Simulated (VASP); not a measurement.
# MgS (Niningerite) (Fm-3m) in VASP: notebook, part 2 of 2

VASP 6.6.1. Earlier steps stand in the parts before.

## Step 3: Relaxation of cell and atoms, PBEsol

This run uses another cell than the first one, of 17.61 Å³/atom, 1.012 times its volume.

INCAR reads:

```
SYSTEM = MgS
ALGO     = Normal         ! electronic algorithm
EDIFF    = 1E-6           ! SCF threshold, eV
EDIFFG   = -0.005         ! ionic threshold
ENCUT    = 600            ! plane-wave cutoff, eV
GGA      = PS             ! functional
IBRION   = 2              ! ionic algorithm
ISIF     = 3              ! what is computed and relaxed
ISMEAR   = 0              ! smearing method
LASPH    = .TRUE.         ! aspherical terms in the spheres
LCHARG   = .FALSE.        ! write CHGCAR
LREAL    = .FALSE.        ! projectors in reciprocal space
LWAVE    = .FALSE.        ! write WAVECAR
NELM     = 100            ! most SCF steps
NSW      = 100            ! ionic steps
PREC     = Accurate       ! precision mode
SIGMA    = 0.02           ! smearing width, eV
```

KPOINTS reads:

```
k-points
0
G
  8 8 8
  0 0 0
```

POSCAR reads:

```
MgS
1.0
    0.0000000000      2.6016500000      2.6016500000
    2.6016500000      0.0000000000      2.6016500000
    2.6016500000      2.6016500000      0.0000000000
Mg S
1 1
Direct
    0.0000000000      0.0000000000      0.0000000000
    0.5000000000      0.5000000000      0.5000000000
```

Potentials or basis: VASP PAW PBE potentials, release 64 (Mg, S).

On the command line:

```bash
$ cat potpaw_PBE.64/Mg/POTCAR potpaw_PBE.64/S/POTCAR > POTCAR
$ mpirun -np 1 vasp_std > vasp.out
```

OUTCAR:

```text
SYSTEM = MgS
   EDIFF = 1E-6
   EDIFFG = -0.005
   ENCUT = 600
   GGA = PS
   IBRION = 2
   ISIF = 3
   ISMEAR = 0
   LASPH = .TRUE.
   LREAL = .FALSE.
   NELM = 100
   NSW = 100
   PREC = Accurate

 ion  position               nearest neighbor table
   1  0.000  0.000  0.000-   2 2.60   2 2.60   2 2.60   2 2.60   2 2.60   2 2.60
   2  0.500  0.500  0.500-   1 2.60   1 2.60   1 2.60   1 2.60   1 2.60   1 2.60

  LATTYP: Found a face centered cubic cell.
 ALAT       =     5.2033000000

  Lattice vectors:

 A1 = (   0.0000000000,   2.6016500000,   2.6016500000)
 A2 = (   2.6016500000,   0.0000000000,   2.6016500000)
 A3 = (   2.6016500000,   2.6016500000,   0.0000000000)

Analysis of symmetry for initial positions (statically):
=====================================================================
 Subroutine PRICEL returns:
 Original cell was already a primitive cell.

 Routine SETGRP: Setting up the symmetry group for a
 face centered cubic supercell.

 Subroutine GETGRP returns: Found 48 space group operations
 (whereof 48 operations were pure point group operations)
 out of a pool of 48 trial point group operations.

The static configuration has the point symmetry O_h .

Analysis of symmetry for dynamics (positions and initial velocities):
=====================================================================
 Subroutine PRICEL returns:
 Original cell was already a primitive cell.

 Routine SETGRP: Setting up the symmetry group for a
 face centered cubic supercell.

 Subroutine GETGRP returns: Found 48 space group operations
 (whereof 48 operations were pure point group operations)
 out of a pool of 48 trial point group operations.

The dynamic configuration has the point symmetry O_h .

 Subroutine INISYM returns: Found 48 space group operations
 (whereof 48 operations are pure point group operations),
 and found     1 'primitive' translations

[... 120 lines left out ...]
   LHFCALC =     F    Hartree Fock is set to
   AEXX    =    0.0000 exact exchange contribution
   IVDW    =     0    specifies the selected vdW correction
   LEPSILON=     F    determine dielectric tensor
   LRPA    =     F    only Hartree local field effects (RPA)
 conjugate gradient relaxation of ions
 non-spin polarized calculation
 Gauss-broadening in eV      SIGMA  =   0.02
  energy-cutoff  :      600.00
  volume of cell :       35.22
 maximum number of plane-waves:      1211
 NGX is ok and might be reduce to    30
   NGX = 15   NGY = 15   NGZ = 15

--------------------------------------- Ionic step        1  -------------------------------------------

 number of electron       7.9999999 magnetization

 Free energy of the ion-electron system (eV)
  ---------------------------------------------------
  ext. energy  EPLUGINS =         0.00000000
  ---------------------------------------------------
  free energy    TOTEN  =        -9.07378883 eV

  energy without entropy =       -9.07378883  energy(sigma->0) =       -9.07378883

------------------------ aborting loop because EDIFF is reached ----------------------------------------

  FORCE on cell =-STRESS in cart. coord.  units (eV):
  Direction    XX          YY          ZZ          XY          YZ          ZX
  --------------------------------------------------------------------------------------
  -------------------------------------------------------------------------------------
  Total       -0.2448345     -0.2448345     -0.2448345      0.0000000      0.0000000      0.0000000
  in kB      -11.1379832    -11.1379832    -11.1379832      0.0000000      0.0000000      0.0000000
  external PRESSURE =     -11.1379832 kB  Pullay stress =       0.0000000 kB
[... 59 lines left out ...]
--------------------------------------- Ionic step        3  -------------------------------------------

 number of electron       8.0000000 magnetization

 Free energy of the ion-electron system (eV)
  ---------------------------------------------------
  ext. energy  EPLUGINS =         0.00000000
  ---------------------------------------------------
  free energy    TOTEN  =        -9.07557067 eV

  energy without entropy =       -9.07557067  energy(sigma->0) =       -9.07557067

 E-fermi :   3.9585     XC(G=0):  -9.8965

 val. band max:        3.8056156399   @ k =   0.0000   0.0000   0.0000
 cond. band min:       6.5394018717   @ k =   0.5000   0.5000   0.0000
 fundamental gap:      2.7337862319
 Fermi energy:         3.9584687691

 k-point     1 :       0.0000    0.0000    0.0000
  band No.  band energies     occupation
      1      -8.9615      2.00000
      2       3.8056      2.00000
      3       3.8056      2.00000
      4       3.8056      2.00000
      5       7.5123      0.00000
      6      11.6501      0.00000
      7      11.6501      0.00000
      8      11.6501      0.00000
[... 243 lines left out ...]
 k-point    24 :      -0.3750    0.2500    0.1250
  band No.  band energies     occupation
      1      -7.3928      2.00000
      2      -0.6318      2.00000
      3       1.5842      2.00000
      4       2.6095      2.00000
      5       9.3427      0.00000
      6       9.8249      0.00000
      7      12.1975      0.00000
      8      13.2067      0.00000

 [... further k-points ...]
[... 5 lines left out ...]
  --------------------------------------------------------------------------------------
  -------------------------------------------------------------------------------------
  Total        0.0008705      0.0008705      0.0008705      0.0000000      0.0000000      0.0000000
  in kB        0.0401778      0.0401778      0.0401778      0.0000000      0.0000000      0.0000000
  external PRESSURE =       0.0401778 kB  Pullay stress =       0.0000000 kB
[... 17 lines left out ...]
  FREE ENERGIE OF THE ION-ELECTRON SYSTEM (eV)
  ---------------------------------------------------
  free  energy   TOTEN  =        -9.0755706736 eV

  energy  without entropy=       -9.0755706736  energy(sigma->0) =       -9.07557067

 reached required accuracy - stopping structural energy minimisation
```

OSZICAR:

```text
N       E                     dE             d eps       ncg     rms          rms(c)
DAV:   1     0.265047031601E+02    0.26505E+02   -0.42701E+03   472   0.936E+02
DAV:   2    -0.836420900456E+01   -0.34869E+02   -0.32944E+02   648   0.111E+02
DAV:   3    -0.943990185863E+01   -0.10757E+01   -0.10757E+01   576   0.276E+01
DAV:   4    -0.944459206395E+01   -0.46902E-02   -0.46902E-02   720   0.209E+00
[... 18 lines left out ...]
       N       E                     dE             d eps       ncg     rms          rms(c)
DAV:   1    -0.907587729292E+01   -0.40110E-03   -0.63471E-03   528   0.521E-01    0.130E-01
DAV:   2    -0.907560199311E+01    0.27530E-03   -0.81109E-04   472   0.154E-01    0.416E-02
DAV:   3    -0.907557161538E+01    0.30378E-04   -0.16536E-04   528   0.721E-02    0.270E-02
DAV:   4    -0.907557067359E+01    0.94179E-06   -0.11902E-06   456   0.982E-03
   3 F= -.90755707E+01 E0= -.90755707E+01  d E =-.178184E-02
```

CONTCAR:

```text
MgS
   1.00000000000000
     0.0000000000000000    2.5891345617700177    2.5891345617700177
     2.5891345617700177    0.0000000000000000    2.5891345617700177
     2.5891345617700177    2.5891345617700177    0.0000000000000000
  Mg              S
     1     1
Direct
     0.0000000000000000    0.0000000000000000    0.0000000000000000
     0.5000000000000000    0.5000000000000000    0.5000000000000000

  0.00000000E+00  0.00000000E+00  0.00000000E+00
  0.00000000E+00  0.00000000E+00  0.00000000E+00
```

Wall time 12 s (1 thread of Intel Xeon 6975P-C (Granite Rapids), shared host); peak memory 0.17 GiB.

What came out:

```yaml
Free_energy: -9.0756 eV
Relaxed_volume: 17.36 Å³/atom
Relaxed_cell: a = 3.662 Å, b = 3.662 Å, c = 3.662 Å, α = 60.00°, β = 60.00°, γ = 60.00°
Space_group_after_relaxing_to_0.05_Å: Fm-3m (No. 225)
Energy_gained_by_relaxing: 0.9 meV/atom
Ionic_steps: 3
Pressure_after_relaxing: 0.0 GPa
Band_gap_on_the_k_mesh: 2.73 eV, indirect (least direct gap 3.71 eV)
```

The path:
```tsv
step	energy change (eV)	largest force (eV/Å)	pressure (GPa)	volume (Å³)
1	0.0000	0.0000	-1.11	35.22
2	-0.0017	0.0000	0.27	34.60
3	-0.0018	0.0000	0.00	34.71
```

Final structure:
```cif
data_structure
_symmetry_space_group_name_H-M 'P 1'
_symmetry_Int_Tables_number 1
_cell_length_a 3.6616
_cell_length_b 3.6616
_cell_length_c 3.6616
_cell_angle_alpha 60.000
_cell_angle_beta 60.000
_cell_angle_gamma 60.000
_cell_volume 34.71
loop_
_atom_site_label
_atom_site_type_symbol
_atom_site_fract_x
_atom_site_fract_y
_atom_site_fract_z
_atom_site_occupancy
Mg1 Mg 0.00000 0.00000 0.00000 1
S1 S 0.50000 0.50000 0.50000 1
```

Caveat: the PAW data sets were made with another functional, which shifts forces and pressure a little. A k mesh can miss the band edges.
